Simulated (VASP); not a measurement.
Set up this calculation in VASP 6.6.1, as the native input.

```yaml
Task: single point
Functional: PBEsol
Potentials_or_basis: VASP PAW PBE potentials, release 64 (Hf_pv, O)
Cutoff: 520 eV
k_mesh: 8 × 8 × 8
Occupations: gaussian, width 0.05 eV
Spin: no spin polarisation
Dipole_correction: no
Further_INCAR_settings: ALGO = Normal; EDIFF = 1e-06; NBANDS = 18
```

The structure of HfO2 lies in POSCAR:

```
HfO2
1.0
    0.0000000000      2.4712605848      2.5216944743
    2.4460436401      0.0000000000      2.5216944743
    2.4460436401      2.4712605848      0.0000000000
Hf O
1 2
Direct
    0.0000000000      0.0000000000      0.0000000000
    0.2500000000      0.2500000000      0.2500000000
    0.7500000000      0.7500000000      0.7500000000
```

This cell differs from its parent crystal: normal strain along x -0.0300, normal strain along y -0.0200.

These files were run (other wordings do the same):

INCAR

```
PREC     = Accurate       # precision mode
ENCUT    = 520            # plane-wave cutoff, eV
EDIFF    = 1E-6           # SCF threshold, eV
ISMEAR   = 0              # smearing method
SIGMA    = 0.05           # smearing width, eV
LREAL    = F              # projectors in reciprocal space
LASPH    = T              # aspherical terms in the spheres
NELM     = 100            # most SCF steps
ALGO     = Normal         # electronic algorithm
ISIF     = 2              # what is computed and relaxed
LWAVE    = F              # write WAVECAR
LCHARG   = F              # write CHGCAR
GGA      = PS             # functional
NBANDS   = 18             # bands
```

KPOINTS

```
regular mesh
0
Gamma
  8 8 8
```

Potentials or basis: VASP PAW PBE potentials, release 64 (Hf_pv, O).

Launch:

```sh
$ cat potpaw_PBE.64/Hf_pv/POTCAR potpaw_PBE.64/O/POTCAR > POTCAR
$ mpirun -np 1 vasp_std > vasp.out
```

Results of the run:

```
Pressure               : 10.9 GPa
Band gap on the k mesh : 3.56 eV (least direct gap 3.65 eV)
```

Caveat: the cell differs from its parent crystal (normal strain along x -0.0300, normal strain along y -0.0200); the cell stands under pressure; the PAW data sets were made with another functional, which shifts forces and pressure a little; spin-orbit coupling is left out, which moves the levels of the heavy elements.

Wall time 87 s on 1 thread of Intel Xeon 8259CL, on a shared host, peak memory 0.19 GiB.
